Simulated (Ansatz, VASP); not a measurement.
**One calculation of SiO2, two programs**

```
Si O
1.0
     0.00000    3.68912    3.68912
     3.68912    0.00000    3.68912
     3.68912    3.68912    0.00000
Si O
2 4
Direct
  0.50000 0.50000 0.50000
  0.75000 0.75000 0.75000
  0.62500 0.62500 0.62500
  0.12500 0.62500 0.62500
  0.62500 0.62500 0.12500
  0.62500 0.12500 0.62500
```

Alike in both runs: functional LDA; k mesh 6 × 6 × 6; occupations gaussian, width 0.02 eV; no spin polarisation.

Ansatz relaxed the structure, and its values are those at the end. VASP's run is a single point on that final structure, the one shown.

```csv
,VASP,Ansatz
version,VASP 6.6.1,Ansatz 0.2.0
potentials or method,"VASP PAW LDA potentials, release 64 (Si, O), cutoff 520 eV","scalar-relativistic, plane waves, PAW"
valence electrons in the cell,32,32
```

VASP gave:

```
gap on the k mesh at the Fermi level (eV) : 5.32
least direct gap on the mesh (eV)         : 5.33
pressure (GPa)                            : 0.4
```

Problem. Estimate Ansatz's values.

Solution. gap on the k mesh at the Fermi level (eV): 5.33; least direct gap on the mesh (eV): 5.33; pressure (GPa): 0.0.

LDA's correlation is that of Perdew and Zunger in VASP and of Perdew and Wang (1992) in Ansatz.
